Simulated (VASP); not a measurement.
BN: single point with PBE

BN:

```xyz
4
Lattice="2.5439 0.0000 0.0000 -1.2720 2.2031 0.0000 0.0000 0.0000 4.3340" Properties=species:S:1:pos:R:3 pbc="T T T"
B     0.0000    1.4688   -0.0021
B     1.2720    0.7344    2.1649
N     0.0000    1.4688    1.6274
N     1.2720    0.7344    3.7944
```

This cell differs from its parent crystal: uniaxial z strain +3.0%.

```json
{"Program": "VASP 6.6.1", "Task": "single point", "Functional": "PBE", "Potentials or basis": "VASP PAW PBE potentials, release 64 (B, N)", "Cutoff": "520 eV", "k mesh": "12 × 12 × 6", "Occupations": "fermi-dirac, width 0.02 eV", "Spin": "no spin polarisation", "Dipole correction": "no", "Further INCAR settings": "ALGO = Normal; EDIFF = 1e-06; NBANDS = 16"}
```

| Property | Result |
| --- | --- |
| Pressure | -5.5 GPa |
| Largest force | 0.056 eV/Å |
| Band gap on the k mesh | 5.23 eV (least direct gap 7.46 eV) |

Forces on the atoms (eV/Å):
```
B    0.000  0.000  0.056
B    0.000  0.000  0.056
N    0.000  0.000 -0.056
N    0.000  0.000 -0.056
```

Stress tensor (GPa, compression positive):
```
  3.27   0.00   0.00
  0.00   3.27   0.00
  0.00   0.00 -23.09
```

Levels at points of the mesh, in eV from the valence-band top:
```csv
k point,band 6,band 7,band 8,band 9,band 10,band 11
"(0.00, 0.00, 0.00)",-0.29,0.00,0.00,7.46,8.57,8.57
"(0.50, 0.00, 0.00)",-4.69,-4.15,-2.18,6.91,7.72,10.77
"(0.00, 0.00, 0.50)",-1.01,-1.01,-1.01,9.63,9.63,9.99
"(0.50, 0.00, 0.50)",-3.61,-3.56,-3.56,6.38,6.38,9.73
```

Wall time 48 s on 1 thread of Intel Xeon 8259CL, with other jobs on the host, peak memory 0.14 GiB.

Caveat: the cell differs from its parent crystal (uniaxial z strain +3.0%); the cell stands under tension. A k mesh can miss the band edges.
